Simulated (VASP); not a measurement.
# MgCd3O4 (P1) in VASP: relaxation of cell and atoms with PBE

Aim: the relaxation of cell and atoms of MgCd3O4 with PBE.

All numbers are computed with VASP 6.6.1; they aren't measurements. Logs are shortened: lines on timing, memory, paths and dates and some standing lists are left out, and cuts for length are marked.

### 1 The cell of the first run

The typed cell holds 8 atoms: a = 3.300 Å, b = 5.793 Å, c = 5.718 Å, α = 110.58°, β = 91.35°, γ = 86.73°.

### 2 Relaxation of cell and atoms, PBE

INCAR reads:

```
SYSTEM = MgCd3O4
  PREC = Accurate
  ENCUT = 600
  EDIFF = 1E-6
  ISMEAR = 0
  SIGMA = 0.2
  LREAL = .False.
  LASPH = .True.
  NELM = 80
  ALGO = Normal
  ISIF = 3
  LWAVE = .False.
  LCHARG = .False.
  GGA = PE
  IBRION = 2
  NSW = 80
  EDIFFG = -0.025
```

KPOINTS reads:

```
regular mesh
0
Gamma
  6 4 4
  0 0 0
```

POSCAR reads:

```
MgCd3O4
1.0
    0.0487203956     -0.0812235336      3.2983681212
    3.3085729002     -4.7520976068      0.1642965043
    3.2448707429      4.7070596873     -0.0664432089
Mg Cd O
1 3 4
Direct
    0.4978216065      0.5077029734      0.5090107299
   -0.0108066258      0.9988847573      0.4997217110
    0.4830080771      0.0078907071     -0.0055545634
   -0.0012986490      0.5058625808      1.0055564540
    0.0081830864      0.7279076164      0.7346796162
    0.5017854490      0.7323607574      0.2574660047
    0.5049864738      0.2552465473      0.7373694727
    0.0163205820      0.2641440604      0.2617505749
```

Potentials or basis: VASP PAW PBE potentials, release 64 (Mg, Cd, O).

Run with:

```console
cat potpaw_PBE.64/Mg/POTCAR potpaw_PBE.64/Cd/POTCAR potpaw_PBE.64/O/POTCAR > POTCAR
mpirun -np 1 vasp_std > vasp.out
```

OUTCAR:

```text
SYSTEM = MgCd3O4
   PREC = Accurate
   ENCUT = 600
   EDIFF = 1E-6
   ISMEAR = 0
   LREAL = .False.
   LASPH = .True.
   NELM = 80
   ISIF = 3
   GGA = PE
   IBRION = 2
   NSW = 80
   EDIFFG = -0.025

 ion  position               nearest neighbor table
   1  0.498  0.508  0.509-   5 2.15   6 2.25   5 2.26   7 2.28   8 2.29   8 2.31   3 3.23   2 3.24
                             4 3.25   2 3.27   4 3.28   4 3.32   3 3.33   4 3.35   2 3.37   2 3.46
   2  0.989  0.999  0.500-   7 2.24   6 2.34   6 2.36   7 2.39   8 2.39   5 2.40   3 3.22   4 3.23
                             1 3.24   1 3.27   3 3.30   3 3.32   4 3.32   3 3.37   1 3.37   1 3.46
   3  0.483  0.008  0.994-   8 2.27   7 2.39   5 2.40   5 2.44   8 2.49   6 2.55   4 3.20   2 3.22
                             1 3.23   2 3.30   4 3.30   2 3.32   1 3.33   2 3.37   4 3.41   4 3.42
   4  0.999  0.506  0.006-   6 2.24   6 2.31   5 2.34   7 2.35   8 2.35   7 2.39   3 3.20   2 3.23
                             1 3.25   1 3.28   3 3.30   1 3.32   2 3.32   1 3.35   3 3.41   3 3.42
   5  0.008  0.728  0.735-   1 2.15   1 2.26   4 2.34   2 2.40   3 2.40   3 2.44
   6  0.502  0.732  0.257-   4 2.24   1 2.25   4 2.31   2 2.34   2 2.36   3 2.55
   7  0.505  0.255  0.737-   2 2.24   1 2.28   4 2.35   4 2.39   2 2.39   3 2.39
   8  0.016  0.264  0.262-   3 2.27   1 2.29   1 2.31   4 2.35   2 2.39   3 2.49

  LATTYP: Found a triclinic cell.
 ALAT       =     3.2997277467
 B/A-ratio  =     2.5849132871
 C/A-ratio  =     2.2503531200
 COS(alpha) =     0.0010432042
 COS(beta)  =     0.4707273576
 COS(gamma) =     0.7350248350

  Lattice vectors:

 A1 = (  -0.0487203956,   0.0812235336,  -3.2983681212)
 A2 = (   3.2111321090,  -4.5896505396,  -6.4324397381)
 A3 = (  -6.6021640387,   0.1262614531,  -3.3962214166)

Analysis of symmetry for initial positions (statically):
=====================================================================
 Subroutine PRICEL returns:
 Original cell was already a primitive cell.

 Routine SETGRP: Setting up the symmetry group for a
 triclinic supercell.

 Subroutine GETGRP returns: Found  1 space group operations
 (whereof  1 operations were pure point group operations)
 out of a pool of  2 trial point group operations.

The static configuration has the point symmetry C_1 .

Analysis of symmetry for dynamics (positions and initial velocities):
=====================================================================
 Subroutine PRICEL returns:
 Original cell was already a primitive cell.

 Routine SETGRP: Setting up the symmetry group for a
 triclinic supercell.

 Subroutine GETGRP returns: Found  1 space group operations
 (whereof  1 operations were pure point group operations)
 out of a pool of  2 trial point group operations.

[... 139 lines left out ...]
   AEXX    =    0.0000 exact exchange contribution
   IVDW    =     0    specifies the selected vdW correction
   LEPSILON=     F    determine dielectric tensor
   LRPA    =     F    only Hartree local field effects (RPA)
 conjugate gradient relaxation of ions
 non-spin polarized calculation
 Gauss-broadening in eV      SIGMA  =   0.20
  energy-cutoff  :      600.00
  volume of cell :      102.14
 maximum number of plane-waves:      3432
 NGX is ok and might be reduce to    28
   NGX = 13   NGY = 23   NGZ = 23

--------------------------------------- Ionic step        1  -------------------------------------------

 number of electron      62.0000002 magnetization

 Free energy of the ion-electron system (eV)
  ---------------------------------------------------
  ext. energy  EPLUGINS =         0.00000000
  ---------------------------------------------------
  free energy    TOTEN  =       -34.49674980 eV

  energy without entropy =      -34.49116301  energy(sigma->0) =      -34.49395640

------------------------ aborting loop because EDIFF is reached ----------------------------------------

  FORCE on cell =-STRESS in cart. coord.  units (eV):
  Direction    XX          YY          ZZ          XY          YZ          ZX
  --------------------------------------------------------------------------------------
  -------------------------------------------------------------------------------------
  Total        1.1755465     -0.5301218      0.1216957      0.3847942      1.7517803     -1.1405342
  in kB       18.4388576     -8.3151464      1.9088394      6.0356311     27.4772875    -17.8896775
  external PRESSURE =       4.0108502 kB  Pullay stress =       0.0000000 kB
[... 107 lines left out ...]
  FREE ENERGIE OF THE ION-ELECTRON SYSTEM (eV)
  ---------------------------------------------------
  free  energy   TOTEN  =       -34.6238414339 eV

  energy  without entropy=      -34.6179714926  energy(sigma->0) =      -34.62090646

[... ionic steps 4 to 7 ...]

--------------------------------------- Ionic step        8  -------------------------------------------

 number of electron      62.0000015 magnetization

------------------------ aborting loop because EDIFF is reached ----------------------------------------
[... 79 lines left out ...]
--------------------------------------- Ionic step       10  -------------------------------------------

 number of electron      62.0000019 magnetization

 Free energy of the ion-electron system (eV)
  ---------------------------------------------------
  ext. energy  EPLUGINS =         0.00000000
  ---------------------------------------------------
  free energy    TOTEN  =       -34.64168011 eV

  energy without entropy =      -34.63585784  energy(sigma->0) =      -34.63876898

 E-fermi :   2.4024     XC(G=0): -11.3016

 val. band max:        2.2665684259   @ k =   0.0000   0.0000   0.0000
 cond. band min:       3.3676153511   @ k =  -0.0000   0.2500   0.0000
 fundamental gap:      1.1010469252
 Fermi energy:         2.4024085726

 k-point     1 :       0.0000    0.0000    0.0000
  band No.  band energies     occupation
      1     -15.1568      2.00000
      2     -14.3993      2.00000
      3     -14.3771      2.00000
      4     -14.3155      2.00000
      5      -5.4753      2.00000
      6      -5.3963      2.00000
[... 949 lines left out ...]
     36       8.9547      0.00000
     37      10.1516      0.00000

 [... further k-points ...]

------------------------ aborting loop because EDIFF is reached ----------------------------------------

  FORCE on cell =-STRESS in cart. coord.  units (eV):
  Direction    XX          YY          ZZ          XY          YZ          ZX
  --------------------------------------------------------------------------------------
  -------------------------------------------------------------------------------------
  Total        0.1415200      0.1408793      0.1290283      0.0030378      0.0209297     -0.0037324
  in kB        2.2309506      2.2208503      2.0340294      0.0478889      0.3299398     -0.0588381
  external PRESSURE =       2.1619434 kB  Pullay stress =       0.0000000 kB
[... 23 lines left out ...]
  FREE ENERGIE OF THE ION-ELECTRON SYSTEM (eV)
  ---------------------------------------------------
  free  energy   TOTEN  =       -34.6416801137 eV

  energy  without entropy=      -34.6358578389  energy(sigma->0) =      -34.63876898

 reached required accuracy - stopping structural energy minimisation
```

CONTCAR:

```text
MgCd3O4
   1.00000000000000
     0.0003076338373886   -0.0005896065889332    3.2901916242580995
     3.3051829399673944   -4.6731973232542279    0.0007184550832903
     3.3048880079328264    4.6731324596892678   -0.0006122864626360
  Mg              Cd              O
     1     3     4
Direct
     0.5001317997498391    0.4996432712932519    0.4997835771083746
     0.0001719345332463    0.9999936388539874    0.4997952977342497
     0.5004001124363792    0.0000815988903657    0.9997777326827444
     0.9994694017944686    0.5001783095958260    0.0000059425971980
     0.9986564726664746    0.7306938091856315    0.7305852404425949
     0.4999673917663863    0.7355365715087466    0.2646449077537863
     0.4994014789810913    0.2644343419628514    0.7357087006003700
     0.0018014080721211    0.2694384588093410    0.2696986010806821

  0.00000000E+00  0.00000000E+00  0.00000000E+00
  0.00000000E+00  0.00000000E+00  0.00000000E+00
  0.00000000E+00  0.00000000E+00  0.00000000E+00
  0.00000000E+00  0.00000000E+00  0.00000000E+00
  0.00000000E+00  0.00000000E+00  0.00000000E+00
  0.00000000E+00  0.00000000E+00  0.00000000E+00
  0.00000000E+00  0.00000000E+00  0.00000000E+00
  0.00000000E+00  0.00000000E+00  0.00000000E+00
```

Wall time 13 min (1 thread of AMD EPYC 9R45 (Zen 5), shared host); peak memory 0.37 GiB.

What came out:

```yaml
Free_energy: -34.6417 eV
Relaxed_volume: 12.70 Å³/atom
Relaxed_cell: a = 3.290 Å, b = 5.724 Å, c = 5.724 Å, α = 109.46°, β = 90.01°, γ = 89.98°
Space_group_after_relaxing_to_0.1_Å: Cmmm (No. 65)
Energy_gained_by_relaxing: 18.1 meV/atom
Ionic_steps: 10
Pressure_after_relaxing: 0.2 GPa
Largest_force_after_relaxing: 0.019 eV/Å
```

Forces in eV/Å, atoms in the order of the input:
```
Mg   0.011 -0.004 -0.002
Cd   0.003  0.010 -0.007
Cd  -0.002  0.002 -0.004
Cd   0.000  0.003  0.006
O   -0.007  0.003  0.004
O   -0.008  0.012  0.000
O    0.001 -0.016  0.010
O    0.003 -0.011 -0.008
```

Step by step:
```tsv
step	energy change (eV)	largest force (eV/Å)	pressure (GPa)	volume (Å³)
1	0.0000	0.5794	0.40	102.14
2	-0.0959	0.2583	-0.66	102.60
3	-0.1271	0.1643	-1.40	103.01
4	-0.1360	0.1274	0.97	101.09
5	-0.1368	0.1359	0.42	101.51
6	-0.1411	0.0926	0.23	101.63
7	-0.1429	0.0745	0.03	101.78
8	-0.1443	0.0372	-0.08	101.86
9	-0.1447	0.0385	-0.17	101.93
10	-0.1449	0.0190	0.22	101.63
```

Final structure:
```yaml
crystal:
  lattice:
    - [0.00031, -0.00059, 3.29019]
    - [3.30518, -4.67320, 0.00072]
    - [3.30489, 4.67313, -0.00061]
  atoms:
    - { symbol: Mg, position: [0.50013, 0.49964, 0.49978] }
    - { symbol: Cd, position: [0.00017, 0.99999, 0.49980] }
    - { symbol: Cd, position: [0.50040, 0.00008, 0.99978] }
    - { symbol: Cd, position: [0.99947, 0.50018, 0.00001] }
    - { symbol: O, position: [0.99866, 0.73069, 0.73059] }
    - { symbol: O, position: [0.49997, 0.73554, 0.26464] }
    - { symbol: O, position: [0.49940, 0.26443, 0.73571] }
    - { symbol: O, position: [0.00180, 0.26944, 0.26970] }
```

Levels at points of the mesh, in eV from the Fermi level:
```csv
k point,band 27,band 28,band 29,band 30,band 31,band 32,band 33,band 34,band 35,band 36
"(0.00, 0.00, 0.00)",-1.43,-1.14,-1.09,-0.25,-0.21,-0.14,3.85,4.20,4.49,7.17
"(0.50, 0.00, 0.00)",-2.45,-2.18,-2.00,-1.04,-0.24,4.24,4.87,5.94,6.99,7.97
"(0.00, 0.50, 0.00)",-1.45,-1.03,-0.95,-0.94,-0.84,2.32,2.71,5.03,5.73,7.83
"(0.50, 0.50, 0.00)",-1.84,-1.60,-1.51,-1.41,-1.22,4.29,4.68,5.65,6.32,7.03
"(0.00, 0.00, 0.50)",-1.45,-1.03,-0.95,-0.94,-0.84,2.32,2.71,5.03,5.73,7.83
"(0.50, 0.00, 0.50)",-1.83,-1.60,-1.51,-1.40,-1.23,4.29,4.67,5.66,6.33,7.03
"(0.00, 0.50, 0.50)",-1.82,-1.72,-1.69,-1.24,-0.23,2.79,3.45,5.17,5.94,8.58
"(0.50, 0.50, 0.50)",-2.42,-1.10,-0.89,-0.23,-0.14,3.82,3.85,4.08,4.33,7.10
```
